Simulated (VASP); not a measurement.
Write the native input for VASP 6.6.1 that does the following.

```
Task                   : single point
Functional             : PBE
Potentials or basis    : VASP PAW PBE potentials, release 64 (Cu)
Cutoff                 : 520 eV
k mesh                 : 8 × 12 × 12
Occupations            : gaussian, width 0.1 eV
Spin                   : no spin polarisation
Dipole correction      : no
Further INCAR settings : ALGO = Fast; EDIFF = 1e-06; NBANDS = 42
```

The structure of Cu lies in POSCAR:

```
Cu
1.0
    0.0000000000      0.0000000000     -4.2124738088
   -3.8424852913     -2.2184599173      0.0000000000
    0.0000000000      4.4369198346      0.0000000000
Cu
6
Direct
    0.7500000000      0.6666666667      0.6666666667
    0.7500000000      1.0000000000      0.3333333333
    0.7500000000      0.3333333333      0.0000000000
    0.2500000000      0.3333333333      0.3333333333
    0.2500000000      0.6666666667      1.0000000000
    0.2500000000      1.0000000000      0.6666666667
```

This isn't the form of Cu at room conditions, which is fcc.

These files were run (other wordings do the same):

INCAR

```
PREC = Accurate ; ENCUT = 520
EDIFF = 1E-6 ; ISMEAR = 0
SIGMA = 0.1 ; LREAL = F
LASPH = T ; NELM = 60
ALGO = Fast ; ISIF = 2
LWAVE = F ; LCHARG = F
GGA = PE ; NBANDS = 42
```

KPOINTS

```
Automatic mesh
0
Gamma
  8 12 12
```

Potentials or basis: VASP PAW PBE potentials, release 64 (Cu).

Launch:

```sh
$ cat potpaw_PBE.64/Cu/POTCAR > POTCAR
$ mpirun -np 1 vasp_std > vasp.out
```

It gave:

```json
{
 "Pressure": "0.7 GPa",
 "Band gap on the k mesh": "zero (bands 33 and 34 overlap by 5.32 eV)"
}
```

Run time: 8.9 min on 1 thread of Intel Xeon 8259CL (shared host), peak memory 0.33 GiB.
